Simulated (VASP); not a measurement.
# Al16P16H (a cell with a defect) in VASP: single point with PBEsol

Aim: the single point of Al16P16H (a cell with a defect) with PBEsol.

Everything below comes from runs of VASP 6.6.1. Logs are shortened: lines on timing, memory, paths and dates and some standing lists are left out, and cuts for length are marked.

**1. The cell of the first run**

The cell holds a defect, 33 atoms: a = 9.476 Å, b = 9.476 Å, c = 9.476 Å, α = 109.47°, β = 109.47°, γ = 109.47°.

**2. Single point, PBEsol**

INCAR reads:

```
ALGO = Normal
EDIFF = 1E-6
ENCUT = 520
GGA = PS
ISIF = 2
ISMEAR = 0
LASPH = T
LCHARG = F
LREAL = Auto
LWAVE = F
NBANDS = 86
NELECT = 130.0
NELM = 60
PREC = Accurate
SIGMA = 0.02
```

KPOINTS reads:

```
Automatic mesh
0
Gamma
  2 2 2
  0.5 0.5 0.5
```

POSCAR reads:

```
Al16P16H
1.0
   -5.4711284545      5.4711284545     -5.4711284545
    5.4711284545     -5.4711284545     -5.4711284545
   -5.4711284545     -5.4711284545      5.4711284545
Al P H
16 16 1
Direct
    0.4949993447      0.2510553374      0.2503834467
    0.2498949735      0.2510418118      0.4955156002
    0.0069954490      0.2533187644      0.7531470947
    0.7497694551     -0.0000078594      0.2645362857
    0.7526476547      0.2532839453      0.0074955286
    0.4984894840     -0.0016591641      0.4989938589
    0.2639664764     -0.0000450547      0.7502655136
   -0.0022025621      0.7519400311      0.2495536362
    0.9658132767      0.9772314879      0.9662861225
    0.7552514137      0.7586828813      0.5272107983
    0.5269040060      0.7587964776      0.7558149172
    0.2459904773      0.4934010456      0.2464844339
    0.2490605935      0.7519388430     -0.0017373929
    0.0024802927      0.5038541908      0.5030762891
    0.7509515695      0.4955642191      0.7514581378
    0.5025790425      0.5038322574      0.0029291032
    0.4973783786      0.0017697446      0.2517033755
    0.2511916895      0.0017583210      0.4979027677
    0.0211173985      0.0109775343      0.7500214141
    0.7504046988      0.7490430967      0.2615452209
    0.7496574124      0.0110462586      0.0217486211
    0.4910540892      0.7462591189      0.4915381758
    0.2611069201      0.7490324956      0.7508804690
    0.0019514256      0.5041030425      0.2525837241
   -0.0019224553      0.7492043066     -0.0014256657
    0.7496081538      0.4982493141      0.5020603195
    0.5015739482      0.4982934549      0.7501039382
    0.2350766411      0.2363529774      0.2356120882
    0.2521129803      0.5041388670      0.0024477583
    0.0030092512      0.2541554291      0.5038700924
    0.7524249402      0.2441442403      0.7529258423
    0.5033682764      0.2541378824      0.0034757912
    0.7589716700      0.8220539944      0.7595159819
```

Potentials or basis: VASP PAW PBE potentials, release 64 (Al, P, H).

On the command line:

```console
$ cat potpaw_PBE.64/Al/POTCAR potpaw_PBE.64/P/POTCAR potpaw_PBE.64/H/POTCAR > POTCAR
$ mpirun -np 1 vasp_std > vasp.out
```

OUTCAR:

```text
EDIFF = 1E-6
   ENCUT = 520
   GGA = PS
   ISIF = 2
   ISMEAR = 0
   LASPH = T
   LREAL = Auto
   NELECT = 130.0
   NELM = 60
   PREC = Accurate

 ion  position               nearest neighbor table
   1  0.495  0.251  0.250-  28 2.37  17 2.37  32 2.38  26 2.38
   2  0.250  0.251  0.496-  28 2.37  18 2.37  30 2.38  27 2.38
   3  0.007  0.253  0.753-  19 2.34  30 2.35  29 2.35  31 2.38
   4  0.750  1.000  0.265-  21 2.34  17 2.36  30 2.36  20 2.37
   5  0.753  0.253  0.007-  21 2.34  32 2.35  24 2.35  31 2.38
   6  0.498  0.998  0.499-  22 2.34  17 2.35  18 2.35  31 2.38
   7  0.264  1.000  0.750-  19 2.34  18 2.36  32 2.36  23 2.37
   8  0.998  0.752  0.250-  25 2.37  24 2.37  18 2.37  20 2.38
   9  0.966  0.977  0.966-  33 1.85  21 2.37  19 2.37  25 2.38  28 2.52
  10  0.755  0.759  0.527-  33 2.06  19 2.37  22 2.37  26 2.38  20 2.47
  11  0.527  0.759  0.756-  33 2.06  21 2.37  22 2.37  27 2.38  23 2.47
  12  0.246  0.493  0.246-  22 2.35  24 2.37  29 2.37  28 2.37
  13  0.249  0.752  0.998-  25 2.37  29 2.37  17 2.37  23 2.38
  14  0.002  0.504  0.503-  30 2.37  24 2.37  26 2.38  23 2.38
  15  0.751  0.496  0.751-  25 2.36  27 2.37  26 2.37  31 2.39
  16  0.503  0.504  0.003-  32 2.37  29 2.37  27 2.38  20 2.38
  17  0.497  0.002  0.252-   6 2.35   4 2.36   1 2.37  13 2.37
[... 13 lines left out ...]
  31  0.752  0.244  0.753-   6 2.38   3 2.38   5 2.38  15 2.39
  32  0.503  0.254  0.003-   5 2.35   7 2.36  16 2.37   1 2.38
  33  0.759  0.822  0.760-   9 1.85  11 2.06  10 2.06

  LATTYP: Found a body centered cubic cell.
 ALAT       =    10.9422569090

  Lattice vectors:

 A1 = (  -5.4711284545,   5.4711284545,  -5.4711284545)
 A2 = (   5.4711284545,  -5.4711284545,  -5.4711284545)
 A3 = (  -5.4711284545,  -5.4711284545,   5.4711284545)

Analysis of symmetry for initial positions (statically):
=====================================================================
 Subroutine PRICEL returns:
 Original cell was already a primitive cell.

 Routine SETGRP: Setting up the symmetry group for a
 body centered cubic supercell.

 Subroutine GETGRP returns: Found  1 space group operations
 (whereof  1 operations were pure point group operations)
 out of a pool of 48 trial point group operations.

The static configuration has the point symmetry C_1 .

Analysis of symmetry for dynamics (positions and initial velocities):
=====================================================================
 Subroutine PRICEL returns:
 Original cell was already a primitive cell.

 Routine SETGRP: Setting up the symmetry group for a
 body centered cubic supercell.

[... 153 lines left out ...]
   POTIM  = 0.5000    time-step for ionic-motion
   TEBEG  =    0.0;   TEEND  =   0.0 temperature during run
   PSTRESS=    0.0 pullay stress
   NELECT =     130.0000    total number of electrons
   NUPDOWN=      -1.0000    fix difference up-down
   EMIN   =  10.00;   EMAX   =-10.00  energy-range for DOS
   EFERMI =   0.00;   METHOD = LEGACY
   ISMEAR =     0;   SIGMA  =   0.02  broadening in eV -4-tet -1-fermi 0-gaus
   EFERMI_NEDOS =   21; number of points for ismear=-14 and -15
   IALGO  =     38    algorithm
   IMIX   =      4    mixing-type and parameters
     AMIX     =   0.40;   BMIX     =  1.00
     AMIX_MAG =   1.60;   BMIX_MAG =  1.00
  volume/ion in A,a.u.               =      19.85       133.96
  Fermi-wavevector in a.u.,A,eV,Ry     =   0.954903  1.804504 12.406320  0.911839
  Thomas-Fermi vector in A             =   2.083691
   LORBIT       =      0    0 simple, 1 ext, 2 COOP (PROOUT), +10 PAW based schemes
   GGA     = PS    functional components
   LHFCALC =     F    Hartree Fock is set to
   AEXX    =    0.0000 exact exchange contribution
   IVDW    =     0    specifies the selected vdW correction
   LEPSILON=     F    determine dielectric tensor
   LRPA    =     F    only Hartree local field effects (RPA)
 non-spin polarized calculation
 Gauss-broadening in eV      SIGMA  =   0.02
  energy-cutoff  :      520.00
  volume of cell :      655.07
 maximum number of plane-waves:     17628
 NGX is ok and might be reduce to    70
   NGX = 35   NGY = 35   NGZ = 35

 number of electron     129.9999999 magnetization

 Free energy of the ion-electron system (eV)
  ---------------------------------------------------
  ext. energy  EPLUGINS =         0.00000000
  ---------------------------------------------------
  free energy    TOTEN  =      -172.55317299 eV

  energy without entropy =     -172.55317299  energy(sigma->0) =     -172.55317299

 E-fermi :   4.7946     XC(G=0):  -9.4026

 val. band max:        4.6818834642   @ k =  -0.2500   0.2500   0.2500
 cond. band min:       6.4690298606   @ k =  -0.2500   0.2500   0.2500
 fundamental gap:      1.7871463964
 Fermi energy:         4.7945747169

 k-point     1 :       0.2500    0.2500    0.2500
  band No.  band energies     occupation
      1      -6.4225      2.00000
      2      -6.3676      2.00000
      3      -6.3652      2.00000
      4      -6.3529      2.00000
      5      -5.1327      2.00000
      6      -5.1267      2.00000
[... 309 lines left out ...]
     76       8.1336      0.00000
     77       8.1750      0.00000
 [bands above 77 left out]

------------------------ aborting loop because EDIFF is reached ----------------------------------------

  FORCE on cell =-STRESS in cart. coord.  units (eV):
  Direction    XX          YY          ZZ          XY          YZ          ZX
  --------------------------------------------------------------------------------------
  -------------------------------------------------------------------------------------
  Total        8.8701565      9.0693409      9.0640336     -0.0589694     -0.5568350     -0.0681156
  in kB       21.6945745     22.1817386     22.1687580     -0.1442271     -1.3619035     -0.1665968
  external PRESSURE =      22.0150237 kB  Pullay stress =       0.0000000 kB

 VOLUME and BASIS-vectors are now :
 -----------------------------------------------------------------------------
  energy-cutoff  :      520.00
  volume of cell :      655.07
      direct lattice vectors                 reciprocal lattice vectors
    -5.471128454  5.471128454 -5.471128454    -0.091388825  0.000000000 -0.091388825
     5.471128454 -5.471128454 -5.471128454     0.000000000 -0.091388825 -0.091388825
    -5.471128454 -5.471128454  5.471128454    -0.091388825 -0.091388825  0.000000000

 POSITION                                       TOTAL-FORCE (eV/Angst)
 -----------------------------------------------------------------------------------
     -2.70453     -0.03523     -2.71188         0.003151     -0.019484     -0.022843
     -2.70476     -2.71730     -0.02966         0.002027     -0.022535     -0.020398
     -2.77290     -5.46823      2.69635         0.041035     -0.037300     -0.037299
     -0.07831     -2.81631     -8.12586         0.017031      0.035959     -0.046161
     -2.77309      2.69107     -5.46257         0.040902     -0.036152     -0.038266
      0.00469     -5.46481     -5.45929         0.036074     -0.022522     -0.023817
[... 25 lines left out ...]
     -1.38259      1.34456     -4.12540         0.028217     -0.024404     -0.001305
     -3.81028     -4.50054     -4.49458        -0.289146      0.462581      0.462079
 -----------------------------------------------------------------------------------
    total drift:                               -0.011961     -0.017552     -0.000937

  FREE ENERGIE OF THE ION-ELECTRON SYSTEM (eV)
  ---------------------------------------------------
  free  energy   TOTEN  =      -172.5531729887 eV

  energy  without entropy=     -172.5531729887  energy(sigma->0) =     -172.55317299
```

stdout:

```text
POSCAR found type information on POSCAR AlP H
 POSCAR found :  3 types and      33 ions
 scaLAPACK will be used
 -----------------------------------------------------------------------------
|                                                                             |
|                                                                             |
|     You enforced a specific xc type in the INCAR file but a different       |
|     I HOPE YOU KNOW WHAT YOU ARE DOING!                                     |
|                                                                             |
 -----------------------------------------------------------------------------

 LDA part: xc-table for (Slater+PW92), standard interpolation
 POSCAR, INCAR and KPOINTS ok, starting setup
 FFT: planning ... GRIDC
 FFT: planning ... GRID_SOFT
 FFT: planning ... GRID
 WAVECAR not read
 entering main loop
 the old and the new charge density differ
 old charge density:   129.00000 new  130.00000
    0.177E+01
```

It took 5.5 min on 1 thread of Intel Xeon Platinum 8259CL at 2.50GHz (Skylake/Cascade Lake), shared host; peak memory 0.73 GiB.

Results:

| Item | Value |
| --- | --- |
| Free energy | -172.5532 eV |
| Largest force | 0.715 eV/Å |

Forces on the atoms (eV/Å):
```
Al   0.003 -0.019 -0.023
Al   0.002 -0.023 -0.020
Al   0.041 -0.037 -0.037
Al   0.017  0.036 -0.046
Al   0.041 -0.036 -0.038
Al   0.036 -0.023 -0.024
Al   0.017 -0.050  0.040
Al  -0.010 -0.035  0.002
Al  -0.047  0.048  0.048
Al  -0.020 -0.070  0.060
Al  -0.020  0.060 -0.069
Al   0.021  0.013  0.013
Al  -0.010  0.002 -0.036
Al  -0.003 -0.025 -0.025
Al   0.017 -0.026 -0.026
Al  -0.004 -0.028 -0.024
P    0.002  0.005 -0.050
P    0.001 -0.048  0.004
P    0.050 -0.082  0.016
P   -0.011 -0.036  0.005
P    0.054  0.015 -0.081
P    0.084 -0.013 -0.014
P   -0.013  0.001 -0.037
P    0.008 -0.020 -0.011
P   -0.060  0.009  0.006
P    0.003 -0.007 -0.021
P    0.004 -0.020 -0.006
P   -0.009  0.003 -0.004
P    0.007 -0.008 -0.019
P    0.027 -0.003 -0.024
P    0.033 -0.021 -0.019
P    0.028 -0.024 -0.001
H   -0.289  0.463  0.462
```

Caveat: the cell carries a net charge on a neutralising background, which shifts energy and pressure; the cell is charged against a uniform background, so pressure and absolute levels hang on convention; the PAW data sets were made with another functional, which shifts forces and pressure a little.
